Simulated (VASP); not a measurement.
MgZn3, 4 atoms in the cell. It takes space group I4/mmm (No. 139, tetragonal). The conventional cell has a = 4.091 Å, b = 4.091 Å, c = 7.721 Å, α = 90.00°, β = 90.00°, γ = 90.00°. Within 3.7 Å of Mg (site symmetry 4/mmm) lie 12 Zn at 2.81 to 2.89 Å. Zn (site symmetry 4/mmm) has 8 Zn at 2.81 Å and 4 Mg at 2.89 Å within 3.7 Å. Zn (site symmetry -4m2) has 4 Mg at 2.81 Å and 8 Zn at 2.81 to 2.89 Å within 3.7 Å. 

* Program: VASP 6.6.1
* Task: single point
* Functional: r2SCAN
* Dispersion: D4
* Potentials or basis: VASP PAW PBE potentials, release 64 (Mg, Zn)
* Cutoff: 520 eV
* k mesh: 8 × 8 × 8
* Occupations: fermi-dirac, width 0.1 eV
* Spin: no spin polarisation
* Dipole correction: no
* Further INCAR settings: ALGO = Normal; EDIFF = 1e-07; NBANDS = 27

Potentials or basis: VASP PAW PBE potentials, release 64 (Mg, Zn).

The run is started by

```sh
$ cat potpaw_PBE.64/Mg/POTCAR potpaw_PBE.64/Zn/POTCAR > POTCAR
$ cp INCAR.step1 INCAR
$ mpirun -np 1 vasp_std > vasp.out
$ cp INCAR.step2 INCAR
$ mpirun -np 1 vasp_std > vasp.out
```

Hardware: 1 thread of Intel(R) Xeon(R) 6975P-C (Granite Rapids), on a shared host.

**Question.** How long does it take, and how much memory?

**Answer.** Wall time 2.8 min on 1 thread of Intel(R) Xeon(R) 6975P-C (Granite Rapids) (shared host), peak memory 0.27 GiB. Counts: k points 59.
